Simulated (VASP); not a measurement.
# CdSe: vibrations by perturbation theory with PBEsol

CdSe:

```
CELL_PARAMETERS angstrom
0.00000 3.04115 3.04115
3.04115 0.00000 3.04115
3.04115 3.04115 0.00000
ATOMIC_POSITIONS crystal
Cd 0.00000 0.00000 0.00000
Se 0.75000 0.75000 0.75000
```

```
Program                : VASP 6.6.1
Task                   : vibrations by perturbation theory
Functional             : PBEsol
Potentials or basis    : VASP PAW PBE potentials, release 64 (Cd, Se)
Cutoff                 : 520 eV
k mesh                 : 6 × 6 × 6
Occupations            : gaussian, width 0.01 eV
Spin                   : no spin polarisation
Dipole correction      : no
Further INCAR settings : ALGO = Normal; EDIFF = 1e-08; IBRION = 8; NSW = 1
```

| Quantity | Value |
| --- | --- |
| Electronic dielectric tensor (diagonal) | 27.25 |
| Born charges (mean of the diagonal) | Cd +2.67; Se -2.67 e |
| Highest phonon frequency at Γ, LO-TO splitting left out | 169 cm⁻¹ |

Phonon frequencies in cm⁻¹ (negative: imaginary):
| q point | frequencies |
| --- | --- |
| (0.000, 0.000, 0.000) | 0 0 0 169 169 169 |

Electronic dielectric tensor:
```
27.25  0.00  0.00
 0.00 27.25  0.00
 0.00  0.00 27.25
```

Born effective charge tensors (e):
atom 1, Cd
```
2.67 0.00 0.00
0.00 2.67 0.00
0.00 0.00 2.67
```
atom 2, Se
```
-2.67  0.00  0.00
 0.00 -2.67  0.00
 0.00  0.00 -2.67
```

It took 2.8 min on 1 thread of Intel(R) Xeon(R) Platinum 8488C (Sapphire Rapids) (shared host), peak memory 0.25 GiB.
